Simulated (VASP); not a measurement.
# ZnMo3 (Pm-3m) in VASP: notebook

The runs below take ZnMo3 through single point, relaxation of cell and atoms, with PBE.

Everything below comes from runs of VASP 6.6.1. Logs are shortened: lines on timing, memory, paths and dates and some standing lists are left out, and cuts for length are marked.

## (1) The cell of the first run

It takes space group Pm-3m (No. 221, cubic). The conventional cell has a = 3.935 Å, b = 3.935 Å, c = 3.935 Å, α = 90.00°, β = 90.00°, γ = 90.00°. Within 3.7 Å of Mo (site symmetry 4/mmm) lie 8 Mo at 2.78 Å and 4 Zn at 2.78 Å. Within 3.7 Å of Zn (site symmetry m-3m) lie 12 Mo at 2.78 Å.

## (2) Single point, PBE

INCAR

```
SYSTEM = ZnMo3
PREC = Accurate
ENCUT = 520
EDIFF = 1E-7
ISMEAR = -1
SIGMA = 0.05
LREAL = .False.
LASPH = .True.
NELM = 100
ALGO = Normal
ISIF = 2
LWAVE = .False.
LCHARG = .False.
GGA = PE
NBANDS = 35
```

KPOINTS

```
Automatic mesh
0
Gamma
  7 7 7
  0 0 0
```

POSCAR

```
ZnMo3
1.0
    3.9352297391      0.0000000000      0.0000000000
    0.0000000000      3.9352297391      0.0000000000
    0.0000000000      0.0000000000      3.9352297391
Mo Zn
3 1
Direct
    0.5000000000      0.5000000000      0.0000000000
    0.5000000000      0.0000000000      0.5000000000
    0.0000000000      0.5000000000      0.5000000000
    0.0000000000      0.0000000000      0.0000000000
```

Potentials or basis: VASP PAW PBE potentials, release 64 (Mo_sv, Zn).

The run is started by

```sh
cat potpaw_PBE.64/Mo_sv/POTCAR potpaw_PBE.64/Zn/POTCAR > POTCAR
mpirun -np 1 vasp_std > vasp.out
```

OUTCAR:

```text
SYSTEM = ZnMo3
   PREC = Accurate
   ENCUT = 520
   EDIFF = 1E-7
   ISMEAR = -1
   LREAL = .False.
   LASPH = .True.
   NELM = 100
   ISIF = 2
   GGA = PE

 ion  position               nearest neighbor table
   1  0.500  0.500  0.000-   2 2.78   3 2.78   4 2.78   2 2.78   3 2.78   2 2.78   4 2.78   2 2.78
                             3 2.78   4 2.78   3 2.78   4 2.78
   2  0.500  0.000  0.500-   1 2.78   3 2.78   4 2.78   1 2.78   4 2.78   1 2.78   3 2.78   1 2.78
                             3 2.78   4 2.78   4 2.78   3 2.78
   3  0.000  0.500  0.500-   1 2.78   2 2.78   4 2.78   1 2.78   4 2.78   2 2.78   4 2.78   4 2.78
                             1 2.78   2 2.78   1 2.78   2 2.78
   4  0.000  0.000  0.000-   1 2.78   2 2.78   3 2.78   2 2.78   3 2.78   1 2.78   3 2.78   3 2.78
                             1 2.78   2 2.78   2 2.78   1 2.78

  LATTYP: Found a simple cubic cell.
 ALAT       =     3.9352297391

  Lattice vectors:

 A1 = (   3.9352297391,   0.0000000000,   0.0000000000)
 A2 = (   0.0000000000,   3.9352297391,   0.0000000000)
 A3 = (   0.0000000000,   0.0000000000,   3.9352297391)

Analysis of symmetry for initial positions (statically):
=====================================================================
 Subroutine PRICEL returns:
 Original cell was already a primitive cell.

 Routine SETGRP: Setting up the symmetry group for a
 simple cubic supercell.

 Subroutine GETGRP returns: Found 48 space group operations
 (whereof 48 operations were pure point group operations)
 out of a pool of 48 trial point group operations.

The static configuration has the point symmetry O_h .

Analysis of symmetry for dynamics (positions and initial velocities):
=====================================================================
 Subroutine PRICEL returns:
 Original cell was already a primitive cell.

 Routine SETGRP: Setting up the symmetry group for a
 simple cubic supercell.

 Subroutine GETGRP returns: Found 48 space group operations
 (whereof 48 operations were pure point group operations)
 out of a pool of 48 trial point group operations.

The dynamic configuration has the point symmetry O_h .

 Subroutine INISYM returns: Found 48 space group operations
 (whereof 48 operations are pure point group operations),
 and found     1 'primitive' translations

----------------------------------------------------------------------------------------

                                     Primitive cell

  volume of cell :      60.9411

  direct lattice vectors                    reciprocal lattice vectors
     3.935229739  0.000000000  0.000000000     0.254114770  0.000000000  0.000000000
     0.000000000  3.935229739  0.000000000     0.000000000  0.254114770  0.000000000
     0.000000000  0.000000000  3.935229739     0.000000000  0.000000000  0.254114770

  length of vectors
     3.935229739  3.935229739  3.935229739     0.254114770  0.254114770  0.254114770

  position of ions in fractional coordinates (direct lattice)
     0.500000000  0.500000000  0.000000000
     0.500000000  0.000000000  0.500000000
     0.000000000  0.500000000  0.500000000
     0.000000000  0.000000000  0.000000000

  ion indices of the primitive-cell ions
   primitive index   ion index
                 1           1
                 2           2
                 3           3
                 4           4

----------------------------------------------------------------------------------------

 KPOINTS: Automatic mesh

Automatic generation of k-mesh.
 Grid dimensions read from file:
 generate k-points for:    7    7    7

 Generating k-lattice:

  Cartesian coordinates                     Fractional coordinates (reciprocal lattice)
     0.036302110  0.000000000  0.000000000     0.142857143  0.000000000  0.000000000
     0.000000000  0.036302110  0.000000000     0.000000000  0.142857143  0.000000000
     0.000000000  0.000000000  0.036302110     0.000000000  0.000000000  0.142857143

  Length of vectors
     0.036302110  0.036302110  0.036302110

  Shift w.r.t. Gamma in fractional coordinates (k-lattice)
     0.000000000  0.000000000  0.000000000

 Subroutine IBZKPT returns following result:
 ===========================================

 Found     20 irreducible k-points:

 Following reciprocal coordinates:
            Coordinates               Weight
  0.000000  0.000000  0.000000      1.000000
  0.142857  0.000000  0.000000      6.000000
  0.285714  0.000000  0.000000      6.000000
  0.428571  0.000000  0.000000      6.000000
  0.142857  0.142857  0.000000     12.000000
  0.285714  0.142857  0.000000     24.000000
[... 12 lines left out ...]
  0.428571  0.428571  0.285714     24.000000
  0.428571  0.428571  0.428571      8.000000
   k-points           NKPTS =     20   k-points in BZ     NKDIM =     20   number of bands    NBANDS=     35
   number of dos      NEDOS =    301   number of ions     NIONS =      4
   total plane-waves  NPLWV =  27000
   dimension x,y,z NGX =    30 NGY =   30 NGZ =   30
   dimension x,y,z NGXF=    60 NGYF=   60 NGZF=   60
   ions per type =               3   1
   NGX,Y,Z   is equivalent  to a cutoff of  12.67, 12.67, 12.67 a.u.
   NGXF,Y,Z  is equivalent  to a cutoff of  25.35, 25.35, 25.35 a.u.
 SYSTEM =  ZnMo3
   PREC   = accura    normal or accurate (medium, high low for compatibility)
   ISTART =      0    job   : 0-new  1-cont  2-samecut
   ICHARG =      2    charge: 1-file 2-atom 10-const
   ISPIN  =      1    spin polarized calculation?
   LNONCOLLINEAR =      F non collinear calculations
   LSORBIT =      F    spin-orbit coupling
   LASPH  =      T    aspherical Exc in radial PAW
   ENCUT  =  520.0 eV  38.22 Ry    6.18 a.u.   7.32  7.32  7.32*2*pi/ulx,y,z
   NELM   =    100;   NELMIN=  2; NELMDL= -5     # of ELM steps
   EDIFF  = 0.1E-06   stopping-criterion for ELM
   LREAL  =      F    real-space projection
   EDIFFG = 0.1E-05   stopping-criterion for IOM
   NSW    =      0    number of steps for IOM
   IBRION =     -1    ionic relax: 0-MD 1-quasi-New 2-CG
   NFREE  =      0    steps in history (QN), initial steepest desc. (CG)
   ISIF   =      2    stress and relaxation
   ISYM   =      2    0-nonsym 1-usesym 2-fastsym
   POTIM  = 0.5000    time-step for ionic-motion
   TEBEG  =    0.0;   TEEND  =   0.0 temperature during run
   PSTRESS=    0.0 pullay stress
   NELECT =      54.0000    total number of electrons
   NUPDOWN=      -1.0000    fix difference up-down
   EMIN   =  10.00;   EMAX   =-10.00  energy-range for DOS
   EFERMI =   0.00;   METHOD = LEGACY
   ISMEAR =    -1;   SIGMA  =   0.05  broadening in eV -4-tet -1-fermi 0-gaus
   EFERMI_NEDOS =   21; number of points for ismear=-14 and -15
   IALGO  =     38    algorithm
   IMIX   =      4    mixing-type and parameters
     AMIX     =   0.40;   BMIX     =  1.00
     AMIX_MAG =   1.60;   BMIX_MAG =  1.00
  volume/ion in A,a.u.               =      15.24       102.81
  Fermi-wavevector in a.u.,A,eV,Ry     =   1.572423  2.971448 33.640587  2.472513
  Thomas-Fermi vector in A             =   2.673859
   LORBIT       =      0    0 simple, 1 ext, 2 COOP (PROOUT), +10 PAW based schemes
   GGA     = PE    functional components
   LHFCALC =     F    Hartree Fock is set to
   AEXX    =    0.0000 exact exchange contribution
   IVDW    =     0    specifies the selected vdW correction
   LEPSILON=     F    determine dielectric tensor
   LRPA    =     F    only Hartree local field effects (RPA)
 non-spin polarized calculation
  energy-cutoff  :      520.00
  volume of cell :       60.94
 maximum number of plane-waves:      1659
 NGX is ok and might be reduce to    30
   NGX = 15   NGY = 15   NGZ = 15

 number of electron      54.0000003 magnetization

 Free energy of the ion-electron system (eV)
  ---------------------------------------------------
  ext. energy  EPLUGINS =         0.00000000
  ---------------------------------------------------
  free energy    TOTEN  =       -33.19239418 eV

  energy without entropy =      -33.16202763  energy(sigma->0) =      -33.17721091

 E-fermi :  10.3026     XC(G=0): -13.0683

 val. band max:       10.3022919205   @ k =   0.4286   0.2857   0.0000
 cond. band min:      10.3293107216   @ k =   0.4286   0.4286   0.1429
 fundamental gap:      0.0270188012
 Fermi energy:        10.3026055270

 k-point     1 :       0.0000    0.0000    0.0000
  band No.  band energies     occupation
      1     -50.7320      2.00000
      2     -50.4608      2.00000
      3     -50.4608      2.00000
      4     -25.1909      2.00000
      5     -25.1909      2.00000
      6     -25.1909      2.00000
[... 27 lines left out ...]
     34      14.8962      0.00000
     35      14.8962      0.00000

 k-point     2 :       0.1429    0.0000    0.0000
  band No.  band energies     occupation
      1     -50.7202      2.00000
      2     -50.4728      2.00000
      3     -50.4607      2.00000
      4     -25.1634      2.00000
      5     -25.1634      2.00000
      6     -25.1484      2.00000
[... 27 lines left out ...]
     34      14.8993      0.00000
     35      15.0092      0.00000

 k-point     3 :       0.2857    0.0000    0.0000
  band No.  band energies     occupation
      1     -50.6882      2.00000
      2     -50.5051      2.00000
      3     -50.4603      2.00000
      4     -25.0917      2.00000
      5     -25.0917      2.00000
      6     -25.0269      2.00000
[... 27 lines left out ...]
     34      14.9001      0.00000
     35      16.1888      0.00000
[... 571 lines left out ...]
 k-point    19 :       0.4286    0.4286    0.2857
  band No.  band energies     occupation
      1     -50.5701      2.00000
      2     -50.5454      2.00000
      3     -50.5342      2.00000
      4     -25.3751      2.00000
      5     -25.1064      2.00000
      6     -25.0206      2.00000
[... 27 lines left out ...]
     34      13.6964      0.00000
     35      14.8160      0.00000

 k-point    20 :       0.4286    0.4286    0.4286
  band No.  band energies     occupation
      1     -50.5585      2.00000
      2     -50.5450      2.00000
      3     -50.5450      2.00000
      4     -25.4721      2.00000
      5     -25.1078      2.00000
      6     -25.1024      2.00000
[... 27 lines left out ...]
     34      14.2687      0.00000
     35      14.2708      0.00000

------------------------ aborting loop because EDIFF is reached ----------------------------------------

  FORCE on cell =-STRESS in cart. coord.  units (eV):
  Direction    XX          YY          ZZ          XY          YZ          ZX
  --------------------------------------------------------------------------------------
  -------------------------------------------------------------------------------------
  Total        0.2122540      0.2122540      0.2122540     -0.0000000      0.0000000     -0.0000000
  in kB        5.5802819      5.5802819      5.5802819     -0.0000000      0.0000000     -0.0000000
  external PRESSURE =       5.5802819 kB  Pullay stress =       0.0000000 kB

 VOLUME and BASIS-vectors are now :
 -----------------------------------------------------------------------------
  energy-cutoff  :      520.00
  volume of cell :       60.94
      direct lattice vectors                 reciprocal lattice vectors
     3.935229739  0.000000000  0.000000000     0.254114770  0.000000000  0.000000000
     0.000000000  3.935229739  0.000000000     0.000000000  0.254114770  0.000000000
     0.000000000  0.000000000  3.935229739     0.000000000  0.000000000  0.254114770

 POSITION                                       TOTAL-FORCE (eV/Angst)
 -----------------------------------------------------------------------------------
      1.96761      1.96761      0.00000         0.000000      0.000000      0.000000
      1.96761      0.00000      1.96761         0.000000      0.000000      0.000000
      0.00000      1.96761      1.96761         0.000000      0.000000      0.000000
      0.00000      0.00000      0.00000         0.000000      0.000000      0.000000
 -----------------------------------------------------------------------------------
    total drift:                                0.000000      0.000000     -0.000000

  FREE ENERGIE OF THE ION-ELECTRON SYSTEM (eV)
  ---------------------------------------------------
  free  energy   TOTEN  =       -33.1923941810 eV

  energy  without entropy=      -33.1620276346  energy(sigma->0) =      -33.17721091
```

Wall time 30 s (1 thread of Intel Xeon Platinum 8559C (Emerald Rapids), shared host); peak memory 0.18 GiB.

What came out:

| Property | Result |
| --- | --- |
| Free energy | -33.1924 eV |
| Pressure | 0.6 GPa |
| Band gap on the k mesh | zero (bands 27 and 28 overlap by 1.46 eV) |

## (3) Single point, PBE

This run uses another cell than the first one, of 15.10 Å³/atom.

INCAR

```
SYSTEM = ZnMo3
  PREC = Accurate
  ENCUT = 520
  EDIFF = 1E-6
  ISMEAR = -1
  SIGMA = 0.05
  LREAL = .FALSE.
  LASPH = .TRUE.
  NELM = 60
  ALGO = Normal
  ISIF = 2
  LWAVE = .FALSE.
  LCHARG = .FALSE.
  GGA = PE
  NBANDS = 35
```

KPOINTS

```
regular mesh
0
G
  7 7 7
  0 0 0
```

POSCAR

```
ZnMo3
1.0
    3.9231562495      0.0000000000      0.0000000000
    0.0000000000      3.9231562495      0.0000000000
    0.0000000000      0.0000000000      3.9231562495
Mo Zn
3 1
Direct
    0.5000000000      0.5000000000      0.0000000000
    0.5000000000      0.0000000000      0.5000000000
    0.0000000000      0.5000000000      0.5000000000
    0.0000000000      0.0000000000      0.0000000000
```

Potentials or basis: VASP PAW PBE potentials, release 64 (Mo_sv, Zn).

The run is started by

```sh
cat potpaw_PBE.64/Mo_sv/POTCAR potpaw_PBE.64/Zn/POTCAR > POTCAR
mpirun -np 1 vasp_std > vasp.out
```

OUTCAR:

```text
SYSTEM = ZnMo3
   PREC = Accurate
   ENCUT = 520
   EDIFF = 1E-6
   ISMEAR = -1
   LREAL = .FALSE.
   LASPH = .TRUE.
   NELM = 60
   ISIF = 2
   GGA = PE

 ion  position               nearest neighbor table
   1  0.500  0.500  0.000-   2 2.77   3 2.77   4 2.77   2 2.77   3 2.77   2 2.77   4 2.77   2 2.77
                             3 2.77   4 2.77   3 2.77   4 2.77
   2  0.500  0.000  0.500-   1 2.77   3 2.77   4 2.77   1 2.77   4 2.77   1 2.77   3 2.77   1 2.77
                             3 2.77   4 2.77   4 2.77   3 2.77
   3  0.000  0.500  0.500-   1 2.77   2 2.77   4 2.77   1 2.77   4 2.77   2 2.77   4 2.77   4 2.77
                             1 2.77   2 2.77   1 2.77   2 2.77
   4  0.000  0.000  0.000-   1 2.77   2 2.77   3 2.77   2 2.77   3 2.77   1 2.77   3 2.77   3 2.77
                             1 2.77   2 2.77   2 2.77   1 2.77

  LATTYP: Found a simple cubic cell.
 ALAT       =     3.9231562495

  Lattice vectors:

 A1 = (   3.9231562495,   0.0000000000,   0.0000000000)
 A2 = (   0.0000000000,   3.9231562495,   0.0000000000)
 A3 = (   0.0000000000,   0.0000000000,   3.9231562495)

Analysis of symmetry for initial positions (statically):
=====================================================================
 Subroutine PRICEL returns:
 Original cell was already a primitive cell.

 Routine SETGRP: Setting up the symmetry group for a
 simple cubic supercell.

 Subroutine GETGRP returns: Found 48 space group operations
 (whereof 48 operations were pure point group operations)
 out of a pool of 48 trial point group operations.

The static configuration has the point symmetry O_h .

Analysis of symmetry for dynamics (positions and initial velocities):
=====================================================================
 Subroutine PRICEL returns:
 Original cell was already a primitive cell.

[... 121 lines left out ...]
   ISMEAR =    -1;   SIGMA  =   0.05  broadening in eV -4-tet -1-fermi 0-gaus
   EFERMI_NEDOS =   21; number of points for ismear=-14 and -15
   IALGO  =     38    algorithm
   IMIX   =      4    mixing-type and parameters
     AMIX     =   0.40;   BMIX     =  1.00
     AMIX_MAG =   1.60;   BMIX_MAG =  1.00
  volume/ion in A,a.u.               =      15.10       101.87
  Fermi-wavevector in a.u.,A,eV,Ry     =   1.577262  2.980593 33.847963  2.487755
  Thomas-Fermi vector in A             =   2.677971
   LORBIT       =      0    0 simple, 1 ext, 2 COOP (PROOUT), +10 PAW based schemes
   GGA     = PE    functional components
   LHFCALC =     F    Hartree Fock is set to
   AEXX    =    0.0000 exact exchange contribution
   IVDW    =     0    specifies the selected vdW correction
   LEPSILON=     F    determine dielectric tensor
   LRPA    =     F    only Hartree local field effects (RPA)
 non-spin polarized calculation
  energy-cutoff  :      520.00
  volume of cell :       60.38
 maximum number of plane-waves:      1647
 NGX is ok and might be reduce to    30
   NGX = 15   NGY = 15   NGZ = 15

 number of electron      53.9999984 magnetization

 Free energy of the ion-electron system (eV)
  ---------------------------------------------------
  ext. energy  EPLUGINS =         0.00000000
  ---------------------------------------------------
  free energy    TOTEN  =       -33.18668767 eV

  energy without entropy =      -33.15631161  energy(sigma->0) =      -33.17149964

 E-fermi :  10.4321     XC(G=0): -13.1201

 val. band max:       10.4285558186   @ k =   0.4286   0.2857   0.0000
 cond. band min:      10.4573469965   @ k =   0.4286   0.4286   0.1429
 fundamental gap:      0.0287911779
 Fermi energy:        10.4321107738

 k-point     1 :       0.0000    0.0000    0.0000
  band No.  band energies     occupation
      1     -50.6001      2.00000
      2     -50.3187      2.00000
      3     -50.3187      2.00000
      4     -25.0725      2.00000
      5     -25.0725      2.00000
      6     -25.0725      2.00000
[... 749 lines left out ...]
     34      14.4484      0.00000
     35      14.4498      0.00000

------------------------ aborting loop because EDIFF is reached ----------------------------------------

  FORCE on cell =-STRESS in cart. coord.  units (eV):
  Direction    XX          YY          ZZ          XY          YZ          ZX
  --------------------------------------------------------------------------------------
  -------------------------------------------------------------------------------------
  Total        0.9810265      0.9810265      0.9810265     -0.0000000      0.0000000     -0.0000000
  in kB       26.0306193     26.0306193     26.0306193     -0.0000000      0.0000000     -0.0000000
  external PRESSURE =      26.0306193 kB  Pullay stress =       0.0000000 kB

 VOLUME and BASIS-vectors are now :
 -----------------------------------------------------------------------------
  energy-cutoff  :      520.00
  volume of cell :       60.38
      direct lattice vectors                 reciprocal lattice vectors
     3.923156249  0.000000000  0.000000000     0.254896807  0.000000000  0.000000000
     0.000000000  3.923156249  0.000000000     0.000000000  0.254896807  0.000000000
     0.000000000  0.000000000  3.923156249     0.000000000  0.000000000  0.254896807

 POSITION                                       TOTAL-FORCE (eV/Angst)
 -----------------------------------------------------------------------------------
      1.96158      1.96158      0.00000         0.000000      0.000000      0.000000
      1.96158      0.00000      1.96158         0.000000      0.000000      0.000000
      0.00000      1.96158      1.96158         0.000000      0.000000      0.000000
      0.00000      0.00000      0.00000         0.000000      0.000000      0.000000
 -----------------------------------------------------------------------------------
    total drift:                                0.000000      0.000000     -0.000000

  FREE ENERGIE OF THE ION-ELECTRON SYSTEM (eV)
  ---------------------------------------------------
  free  energy   TOTEN  =       -33.1866876651 eV

  energy  without entropy=      -33.1563116073  energy(sigma->0) =      -33.17149964
```

stdout:

```text
POSCAR found type information on POSCAR MoZn
 POSCAR found :  2 types and       4 ions
 scaLAPACK will be used
 LDA part: xc-table for (Slater+PW92), standard interpolation
 POSCAR, INCAR and KPOINTS ok, starting setup
 FFT: planning ... GRIDC
 FFT: planning ... GRID_SOFT
 FFT: planning ... GRID
 WAVECAR not read
 entering main loop
```

It took 29 s on 1 thread of Intel Xeon Platinum 8559C (Emerald Rapids), shared host; peak memory 0.18 GiB.

Results:

```
Free energy            : -33.1867 eV
Pressure               : 2.6 GPa
Band gap on the k mesh : zero (bands 27 and 28 overlap by 1.47 eV)
```

Levels at points of the mesh, in eV from the Fermi level:
| k point | band 24 | band 25 | band 26 | band 27 | band 28 | band 29 | band 30 | band 31 |
| --- | --- | --- | --- | --- | --- | --- | --- | --- |
| (0.00, 0.00, 0.00) | -3.10 | 0.95 | 0.95 | 0.95 | 2.11 | 2.11 | 2.11 | 2.70 |

(Part 1 of 2 ends here.)
